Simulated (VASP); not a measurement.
Here is a VASP 6.6.1 calculation.

The input INCAR:

```
SYSTEM = WS2
PREC = Accurate
ENCUT = 520
EDIFF = 1E-6
ISMEAR = 0
SIGMA = 0.05
LREAL = .FALSE.
LASPH = .TRUE.
NELM = 80
ALGO = Normal
ISIF = 2
LWAVE = .FALSE.
LCHARG = .FALSE.
GGA = CA
NBANDS = 35
```

Contents of KPOINTS:

```
regular mesh
0
G
  12 12 4
  0 0 0
```

POSCAR

```
WS2
1.0
    3.0409138215      0.0000000000      0.0000000000
   -1.5204569108      2.6335086202      0.0000000000
    0.0000000000      0.0000000000     11.8190279990
W S
2 4
Direct
    0.3333333333      0.6666666667      0.2500000000
    0.6666666667      0.3333333333      0.7500000000
    0.3333333333      0.6666666667      0.6351502730
    0.6666666667      0.3333333333      0.1351502730
    0.3333333333      0.6666666667      0.8648497270
    0.6666666667      0.3333333333      0.3648497270
```

Potentials or basis: VASP PAW LDA potentials, release 64 (W_sv, S).

Run with:

```console
$ cat potpaw_LDA.64/W_sv/POTCAR potpaw_LDA.64/S/POTCAR > POTCAR
$ mpirun -np 1 vasp_std > vasp.out
```

(1) Estimate the largest force.

(2) What does it give for the pressure?

(3) What does it give for the band gap on the k mesh?

## Answers

(1) 6.886 eV/Å.

(2) 47.9 GPa.

(3) zero (band 26 reaches 9.54 eV, above the bottom of band 27 at 9.30 eV).

Caveat: spin-orbit coupling is left out, which moves the levels of the heavy elements; forces of over 1 eV/Å act on the atoms, so gaps and moduli don't describe the material at rest.
